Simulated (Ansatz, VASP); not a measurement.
**One calculation of Y, two programs**

INCAR

```
SYSTEM = Y
ALGO     = Normal         ! electronic algorithm
EDIFF    = 1E-6           ! SCF threshold, eV
ENCUT    = 520            ! plane-wave cutoff, eV
GGA      = PE             ! functional
ISIF     = 2              ! what is computed and relaxed
ISMEAR   = -1             ! smearing method
LASPH    = .TRUE.         ! aspherical terms in the spheres
LCHARG   = .TRUE.         ! write CHGCAR
LELF     = .TRUE.         ! ELF
LREAL    = .FALSE.        ! projectors in reciprocal space
LVHAR    = .TRUE.       
LWAVE    = .FALSE.        ! write WAVECAR
NBANDS   = 12             ! bands
NELM     = 100            ! most SCF steps
PREC     = Accurate       ! precision mode
SIGMA    = 0.05           ! smearing width, eV
```

KPOINTS

```
k-points
0
G
  7 7 7
  0 0 0
```

The input POSCAR:

```
Y
1.0
    0.0000000000      2.5519910612      2.5519910612
    2.5519910612      0.0000000000      2.5519910612
    2.5519910612      2.5519910612      0.0000000000
Y
1
Direct
    0.0000000000      0.0000000000      0.0000000000
```

File input.yaml:

```yaml
crystal:
  lattice:
    - [0.0, 2.5519910612, 2.5519910612]
    - [2.5519910612, 0.0, 2.5519910612]
    - [2.5519910612, 2.5519910612, 0.0]
  atoms:
    - { symbol: "Y", position: [0.0, 0.0, 0.0] }
hamiltonian:
  xc: pbe
  pseudopotentials: { kind: paw }
kpoints:
  mp_grid: { grid: [7, 7, 7] }
  band_path:
    path:
      - [[0.0, 0.0, 0.0], [0.5, 0.0, 0.5], [0.5, 0.25, 0.75], [0.375, 0.375, 0.75], [0.0, 0.0, 0.0], [0.5, 0.5, 0.5], [0.625, 0.25, 0.625], [0.5, 0.25, 0.75], [0.5, 0.5, 0.5], [0.375, 0.375, 0.75]]
      - [[0.625, 0.25, 0.625], [0.5, 0.0, 0.5]]
    npoints: 14
scf:
  occupations: { method: fermi_dirac, width: 0.05 }
  n_extra_bands: 6
output:
  forces: true
  stress: true
  eigenvalues: true
  fatbands: false
  write_density: true
  write_potential: true
  elf: true
  volumetric_format: npy
```

Alike in both runs: functional PBE; k mesh 7 × 7 × 7; occupations fermi-dirac, width 0.05 eV; no spin polarisation.

```csv
,VASP,Ansatz
version,VASP 6.6.1,Ansatz 0.2.0
potentials or method,"VASP PAW PBE potentials, release 64 (Y_sv)",Ansatz PAW
plane-wave cutoff (eV),520,420
valence electrons in the cell,11,11
task,single point,band structure
```

|  | VASP | Ansatz | Ansatz less VASP |
| --- | --- | --- | --- |
| gap on the k mesh at the Fermi level (eV) | none | none | - |
| pressure (GPa) | -1.1 | -1.0 | +0.12 |

A gap of «none» marks a metal or a gap that the smearing closes.
